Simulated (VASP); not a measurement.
# BN (Fm-3m) in VASP: further runs

The runs below take BN through single point, with PBE, LDA.

Everything below comes from runs of VASP 6.6.1. Logs are shortened: lines on timing, memory, paths and dates and some standing lists are left out, and cuts for length are marked.

**1. The cell of the first run**

The structure is cubic, space group Fm-3m (No. 225). The conventional cell has a = 3.492 Å, b = 3.492 Å, c = 3.492 Å, α = 90.00°, β = 90.00°, γ = 90.00°. Within 2.3 Å of B (site symmetry m-3m) lie 6 N at 1.75 Å. Within 2.3 Å of N (site symmetry m-3m) lie 6 B at 1.75 Å.

**2. Single point, PBE**

Contents of INCAR:

```
PREC = Accurate ; ENCUT = 520
EDIFF = 1E-7 ; ISMEAR = 0
SIGMA = 0.01 ; LREAL = F
LASPH = T ; NELM = 60
ALGO = Normal ; ISIF = 2
LWAVE = F ; LCHARG = T
GGA = PE ; LELF = T
LVHAR = T ; NBANDS = 11
```

Contents of KPOINTS:

```
regular mesh
0
Gamma
  8 8 8
```

Contents of POSCAR:

```
BN
1.0
    0.0000000000      1.7458259068      1.7458259068
    1.7458259068      0.0000000000      1.7458259068
    1.7458259068      1.7458259068      0.0000000000
B N
1 1
Direct
    0.0000000000      0.0000000000      0.0000000000
    0.5000000000      0.5000000000      0.5000000000
```

Potentials or basis: VASP PAW PBE potentials, release 64 (B, N).

Launch:

```bash
$ cat potpaw_PBE.64/B/POTCAR potpaw_PBE.64/N/POTCAR > POTCAR
$ mpirun -np 1 vasp_std > vasp.out
```

OUTCAR:

```text
PREC = Accurate
   ENCUT = 520
   EDIFF = 1E-7
   ISMEAR = 0
   LREAL = F
   LASPH = T
   NELM = 60
   ISIF = 2
   GGA = PE

 ion  position               nearest neighbor table
   1  0.000  0.000  0.000-   2 1.75   2 1.75   2 1.75   2 1.75   2 1.75   2 1.75
   2  0.500  0.500  0.500-   1 1.75   1 1.75   1 1.75   1 1.75   1 1.75   1 1.75

  LATTYP: Found a face centered cubic cell.
 ALAT       =     3.4916518136

  Lattice vectors:

 A1 = (   0.0000000000,   1.7458259068,   1.7458259068)
 A2 = (   1.7458259068,   0.0000000000,   1.7458259068)
 A3 = (   1.7458259068,   1.7458259068,   0.0000000000)

Analysis of symmetry for initial positions (statically):
=====================================================================
 Subroutine PRICEL returns:
 Original cell was already a primitive cell.

 Routine SETGRP: Setting up the symmetry group for a
 face centered cubic supercell.

 Subroutine GETGRP returns: Found 48 space group operations
 (whereof 48 operations were pure point group operations)
 out of a pool of 48 trial point group operations.

The static configuration has the point symmetry O_h .

Analysis of symmetry for dynamics (positions and initial velocities):
=====================================================================
 Subroutine PRICEL returns:
 Original cell was already a primitive cell.

 Routine SETGRP: Setting up the symmetry group for a
 face centered cubic supercell.

 Subroutine GETGRP returns: Found 48 space group operations
 (whereof 48 operations were pure point group operations)
 out of a pool of 48 trial point group operations.

The dynamic configuration has the point symmetry O_h .

 Subroutine INISYM returns: Found 48 space group operations
 (whereof 48 operations are pure point group operations),
 and found     1 'primitive' translations

----------------------------------------------------------------------------------------

                                     Primitive cell

  volume of cell :      10.6422

  direct lattice vectors                    reciprocal lattice vectors
     0.000000000  1.745825907  1.745825907    -0.286397400  0.286397400  0.286397400
     1.745825907  0.000000000  1.745825907     0.286397400 -0.286397400  0.286397400
     1.745825907  1.745825907  0.000000000     0.286397400  0.286397400 -0.286397400

  length of vectors
     2.468970675  2.468970675  2.468970675     0.496054847  0.496054847  0.496054847

  position of ions in fractional coordinates (direct lattice)
     0.000000000  0.000000000  0.000000000
     0.500000000  0.500000000  0.500000000

  ion indices of the primitive-cell ions
   primitive index   ion index
                 1           1
                 2           2

----------------------------------------------------------------------------------------

 KPOINTS: regular mesh

Automatic generation of k-mesh.
 Grid dimensions read from file:
 generate k-points for:    8    8    8

 Generating k-lattice:

  Cartesian coordinates                     Fractional coordinates (reciprocal lattice)
    -0.035799675  0.035799675  0.035799675     0.125000000  0.000000000  0.000000000
     0.035799675 -0.035799675  0.035799675     0.000000000  0.125000000  0.000000000
     0.035799675  0.035799675 -0.035799675     0.000000000  0.000000000  0.125000000

  Length of vectors
     0.062006856  0.062006856  0.062006856

  Shift w.r.t. Gamma in fractional coordinates (k-lattice)
     0.000000000  0.000000000  0.000000000

 Subroutine IBZKPT returns following result:
 ===========================================

 Found     29 irreducible k-points:

 Following reciprocal coordinates:
            Coordinates               Weight
  0.000000  0.000000  0.000000      1.000000
  0.125000  0.000000  0.000000      8.000000
  0.250000  0.000000  0.000000      8.000000
  0.375000  0.000000  0.000000      8.000000
  0.500000  0.000000  0.000000      4.000000
  0.125000  0.125000  0.000000      6.000000
[... 16 lines left out ...]
  0.500000  0.250000  0.125000     48.000000
 -0.375000  0.250000  0.125000     24.000000
 [... further k-points ...]
   k-points           NKPTS =     29   k-points in BZ     NKDIM =     29   number of bands    NBANDS=     11
   number of dos      NEDOS =    301   number of ions     NIONS =      2
   total plane-waves  NPLWV =   5832
   dimension x,y,z NGX =    18 NGY =   18 NGZ =   18
   dimension x,y,z NGXF=    36 NGYF=   36 NGZF=   36
   ions per type =               1   1
   NGX,Y,Z   is equivalent  to a cutoff of  12.12, 12.12, 12.12 a.u.
   NGXF,Y,Z  is equivalent  to a cutoff of  24.24, 24.24, 24.24 a.u.
 SYSTEM =  unknown system
   PREC   = accura    normal or accurate (medium, high low for compatibility)
   ISTART =      0    job   : 0-new  1-cont  2-samecut
   ICHARG =      2    charge: 1-file 2-atom 10-const
   ISPIN  =      1    spin polarized calculation?
   LNONCOLLINEAR =      F non collinear calculations
   LSORBIT =      F    spin-orbit coupling
   LASPH  =      T    aspherical Exc in radial PAW
   ENCUT  =  520.0 eV  38.22 Ry    6.18 a.u.   4.59  4.59  4.59*2*pi/ulx,y,z
   NELM   =     60;   NELMIN=  2; NELMDL= -5     # of ELM steps
   EDIFF  = 0.1E-06   stopping-criterion for ELM
   LREAL  =      F    real-space projection
   EDIFFG = 0.1E-05   stopping-criterion for IOM
   NSW    =      0    number of steps for IOM
   IBRION =     -1    ionic relax: 0-MD 1-quasi-New 2-CG
   NFREE  =      0    steps in history (QN), initial steepest desc. (CG)
   ISIF   =      2    stress and relaxation
   ISYM   =      2    0-nonsym 1-usesym 2-fastsym
   POTIM  = 0.5000    time-step for ionic-motion
   TEBEG  =    0.0;   TEEND  =   0.0 temperature during run
   PSTRESS=    0.0 pullay stress
   NELECT =       8.0000    total number of electrons
   NUPDOWN=      -1.0000    fix difference up-down
   EMIN   =  10.00;   EMAX   =-10.00  energy-range for DOS
   EFERMI =   0.00;   METHOD = LEGACY
   ISMEAR =     0;   SIGMA  =   0.01  broadening in eV -4-tet -1-fermi 0-gaus
   EFERMI_NEDOS =   21; number of points for ismear=-14 and -15
   IALGO  =     38    algorithm
   IMIX   =      4    mixing-type and parameters
     AMIX     =   0.40;   BMIX     =  1.00
     AMIX_MAG =   1.60;   BMIX_MAG =  1.00
  volume/ion in A,a.u.               =       5.32        35.91
  Fermi-wavevector in a.u.,A,eV,Ry     =   1.488540  2.812933 30.147134  2.215752
  Thomas-Fermi vector in A             =   2.601562
   LORBIT       =      0    0 simple, 1 ext, 2 COOP (PROOUT), +10 PAW based schemes
   GGA     = PE    functional components
   LHFCALC =     F    Hartree Fock is set to
   AEXX    =    0.0000 exact exchange contribution
   IVDW    =     0    specifies the selected vdW correction
   LEPSILON=     F    determine dielectric tensor
   LRPA    =     F    only Hartree local field effects (RPA)
 non-spin polarized calculation
 Gauss-broadening in eV      SIGMA  =   0.01
  energy-cutoff  :      520.00
  volume of cell :       10.64
 maximum number of plane-waves:       302
   NGX =  9   NGY =  9   NGZ =  9

 number of electron       7.9999998 magnetization

 Free energy of the ion-electron system (eV)
  ---------------------------------------------------
  ext. energy  EPLUGINS =         0.00000000
  ---------------------------------------------------
  free energy    TOTEN  =       -13.94127582 eV

  energy without entropy =      -13.94127582  energy(sigma->0) =      -13.94127582

 E-fermi :  10.3832     XC(G=0): -13.7600

 val. band max:       10.3200194801   @ k =  -0.2500   0.1250   0.0000
 cond. band min:      11.6526998085   @ k =   0.5000   0.5000   0.0000
 fundamental gap:      1.3326803285
 Fermi energy:        10.3831550432

 k-point     1 :       0.0000    0.0000    0.0000
  band No.  band energies     occupation
      1     -12.1036      2.00000
      2       9.5265      2.00000
      3       9.5265      2.00000
      4       9.5265      2.00000
      5      19.6305      0.00000
      6      22.4959      0.00000
      7      22.4959      0.00000
      8      22.4959      0.00000
      9      28.9943      0.00000
     10      28.9943      0.00000
     11      28.9943      0.00000

 k-point     2 :       0.1250    0.0000    0.0000
  band No.  band energies     occupation
      1     -11.6649      2.00000
      2       7.7502      2.00000
      3       9.4974      2.00000
      4       9.4974      2.00000
      5      19.9296      0.00000
      6      21.1190      0.00000
      7      21.1190      0.00000
      8      22.3441      0.00000
      9      28.0988      0.00000
     10      30.0864      0.00000
     11      30.0864      0.00000

 k-point     3 :       0.2500    0.0000    0.0000
  band No.  band energies     occupation
      1     -10.3773      2.00000
      2       3.9625      2.00000
      3       9.5034      2.00000
      4       9.5034      2.00000
      5      18.5586      0.00000
      6      18.5586      0.00000
      7      19.0708      0.00000
      8      23.1521      0.00000
      9      28.7660      0.00000
     10      33.0912      0.00000
     11      33.0912      0.00000

 k-point     4 :       0.3750    0.0000    0.0000
  band No.  band energies     occupation
      1      -8.4051      2.00000
      2       0.0292      2.00000
      3       9.6475      2.00000
      4       9.6475      2.00000
      5      16.4484      0.00000
      6      16.4484      0.00000
      7      18.0457      0.00000
      8      23.9051      0.00000
      9      31.1552      0.00000
     10      37.6196      0.00000
     11      37.6196      0.00000

 k-point     5 :       0.5000    0.0000    0.0000
  band No.  band energies     occupation
      1      -6.9052      2.00000
      2      -2.1844      2.00000
      3       9.7677      2.00000
      4       9.7677      2.00000
      5      15.6171      0.00000
      6      15.6171      0.00000
      7      17.6716      0.00000
      8      24.1365      0.00000
      9      33.1197      0.00000
     10      38.6965      0.00000
     11      42.2741      0.00000
[... 211 lines left out ...]
 k-point    21 :       0.5000    0.5000    0.0000
  band No.  band energies     occupation
      1      -4.0781      2.00000
      2      -1.4962      2.00000
      3       4.7636      2.00000
      4       4.7636      2.00000
      5      11.6527      0.00000
      6      19.2327      0.00000
      7      25.0580      0.00000
      8      25.0580      0.00000
      9      26.6935      0.00000
     10      43.1654      0.00000
     11      45.8656      0.00000

 k-point    22 :       0.3750    0.2500    0.1250
  band No.  band energies     occupation
      1      -9.2316      2.00000
      2       4.1625      2.00000
      3       5.4791      2.00000
      4       8.8342      2.00000
      5      15.1786      0.00000
      6      19.9087      0.00000
      7      22.6691      0.00000
      8      23.0961      0.00000
      9      25.8345      0.00000
     10      36.2107      0.00000
     11      39.4171      0.00000

 k-point    23 :       0.5000    0.2500    0.1250
  band No.  band energies     occupation
      1      -7.2870      2.00000
      2       0.9358      2.00000
      3       4.7927      2.00000
      4       7.6359      2.00000
      5      15.6324      0.00000
      6      18.3074      0.00000
      7      22.2298      0.00000
      8      24.5121      0.00000
      9      28.1491      0.00000
     10      37.3407      0.00000
     11      39.5439      0.00000

 k-point    24 :      -0.3750    0.2500    0.1250
  band No.  band energies     occupation
      1      -5.8182      2.00000
      2      -1.1643      2.00000
      3       4.8875      2.00000
      4       6.8765      2.00000
      5      16.5410      0.00000
      6      17.0981      0.00000
      7      21.9486      0.00000
      8      25.1196      0.00000
      9      31.4076      0.00000
     10      33.1878      0.00000
     11      43.1036      0.00000

 [... further k-points ...]
[... 5 lines left out ...]
  --------------------------------------------------------------------------------------
  -------------------------------------------------------------------------------------
  Total        0.2542716      0.2542716      0.2542716     -0.0000000      0.0000000     -0.0000000
  in kB       38.2803206     38.2803206     38.2803206     -0.0000000      0.0000000     -0.0000000
  external PRESSURE =      38.2803206 kB  Pullay stress =       0.0000000 kB

 VOLUME and BASIS-vectors are now :
 -----------------------------------------------------------------------------
  energy-cutoff  :      520.00
  volume of cell :       10.64
      direct lattice vectors                 reciprocal lattice vectors
     0.000000000  1.745825907  1.745825907    -0.286397400  0.286397400  0.286397400
     1.745825907  0.000000000  1.745825907     0.286397400 -0.286397400  0.286397400
     1.745825907  1.745825907  0.000000000     0.286397400  0.286397400 -0.286397400

 POSITION                                       TOTAL-FORCE (eV/Angst)
 -----------------------------------------------------------------------------------
      0.00000      0.00000      0.00000        -0.000000     -0.000000     -0.000000
      1.74583      1.74583      1.74583         0.000000      0.000000      0.000000
 -----------------------------------------------------------------------------------
    total drift:                               -0.000000     -0.000000     -0.000000

  FREE ENERGIE OF THE ION-ELECTRON SYSTEM (eV)
  ---------------------------------------------------
  free  energy   TOTEN  =       -13.9412758188 eV

  energy  without entropy=      -13.9412758188  energy(sigma->0) =      -13.94127582
```

Wall time 2.7 s (1 thread of Intel Xeon Platinum 8375C at 2.90GHz (Ice Lake), shared host); peak memory 0.11 GiB.

Results:

| Item | Value |
| --- | --- |
| Free energy | -13.9413 eV |
| Pressure | 3.8 GPa |
| Band gap on the k mesh | 1.33 eV, indirect (least direct gap 5.85 eV) |

A k mesh can miss the band edges. As with any semilocal functional, this PBE gap is likely too small.

**3. Single point, PBE**

This run uses another cell than the first one, of 5.38 Å³/atom, 1.010 times its volume.

Contents of INCAR:

```
SYSTEM = BN
ALGO = Normal
EDIFF = 1E-6
ENCUT = 520
GGA = PE
ISIF = 2
ISMEAR = -1
LASPH = .True.
LCHARG = .True.
LELF = .True.
LREAL = .False.
LVHAR = .True.
LWAVE = .False.
NBANDS = 11
NELM = 80
PREC = Accurate
SIGMA = 0.02
```

Contents of KPOINTS:

```
k-points
0
Gamma
  12 12 12
  0 0 0
```

Contents of POSCAR:

```
BN
1.0
    0.0000000000      1.7517434717      1.7517434717
    1.7517434717      0.0000000000      1.7517434717
    1.7517434717      1.7517434717      0.0000000000
B N
1 1
Direct
    0.0000000000      0.0000000000      0.0000000000
    0.5000000000      0.5000000000      0.5000000000
```

Potentials or basis: VASP PAW PBE potentials, release 64 (B, N).

Launch:

```bash
$ cat potpaw_PBE.64/B/POTCAR potpaw_PBE.64/N/POTCAR > POTCAR
$ mpirun -np 1 vasp_std > vasp.out
```

Run time: 4.7 s. Hardware: 1 thread of Intel Xeon Platinum 8375C at 2.90GHz (Ice Lake), shared host; peak memory 0.12 GiB.

It converged, with:

```
Free energy            : -13.9460 eV
Pressure               : -0.1 GPa
Band gap on the k mesh : 1.12 eV, indirect (least direct gap 5.82 eV)
```

Levels at points of the mesh, in eV from the valence-band top:
| k point | band 1 | band 2 | band 3 | band 4 | band 5 | band 6 | band 7 | band 8 | band 9 |
| --- | --- | --- | --- | --- | --- | --- | --- | --- | --- |
| (0.00, 0.00, 0.00) | -22.42 | -0.93 | -0.93 | -0.93 | 8.96 | 11.94 | 11.94 | 11.94 | 18.48 |
| (0.50, 0.00, 0.00) | -17.27 | -12.54 | -0.68 | -0.68 | 5.13 | 5.13 | 7.12 | 13.50 | 22.53 |
| (0.50, 0.50, 0.00) | -14.49 | -11.84 | -5.64 | -5.64 | 1.12 | 8.79 | 14.46 | 14.46 | 16.07 |

**4. Single point, PBE**

Contents of INCAR:

```
  PREC = Accurate
  ENCUT = 520
  EDIFF = 1E-6
  ISMEAR = -1
  SIGMA = 0.02
  LREAL = F
  LASPH = T
  NELM = 100
  ALGO = Normal
  ISIF = 2
  LWAVE = F
  LCHARG = T
  GGA = PE
  LELF = T
  LVHAR = T
  NBANDS = 11
```

Contents of KPOINTS:

```
Automatic mesh
0
Gamma
  12 12 12
```

Contents of POSCAR:

```
BN
1.0
    0.0000000000      1.7458259068      1.7458259068
    1.7458259068      0.0000000000      1.7458259068
    1.7458259068      1.7458259068      0.0000000000
B N
1 1
Direct
    0.0000000000      0.0000000000      0.0000000000
    0.5000000000      0.5000000000      0.5000000000
```

Launch:

```bash
$ cat potpaw_PBE.64/B/POTCAR potpaw_PBE.64/N/POTCAR > POTCAR
$ mpirun -np 1 vasp_std > vasp.out
```

Wall time 4.6 s (1 thread of Intel Xeon Platinum 8375C at 2.90GHz (Ice Lake), shared host); peak memory 0.11 GiB.

Results (log left out):

| Property | Result |
| --- | --- |
| Free energy | -13.9445 eV |
| Pressure | 3.9 GPa |
| Band gap on the k mesh | 1.20 eV, indirect (least direct gap 5.85 eV) |

Levels at points of the mesh, in eV from the valence-band top:
```tsv
k point	band 1	band 2	band 3	band 4	band 5	band 6	band 7	band 8	band 9
(0.00, 0.00, 0.00)	-22.56	-0.93	-0.93	-0.93	9.17	12.04	12.04	12.04	18.54
(0.50, 0.00, 0.00)	-17.36	-12.64	-0.69	-0.69	5.16	5.16	7.21	13.68	22.66
(0.50, 0.50, 0.00)	-14.54	-11.95	-5.69	-5.69	1.20	8.78	14.60	14.60	16.23
```

A k mesh can miss the band edges.

(Continued in part 2 of 2.)
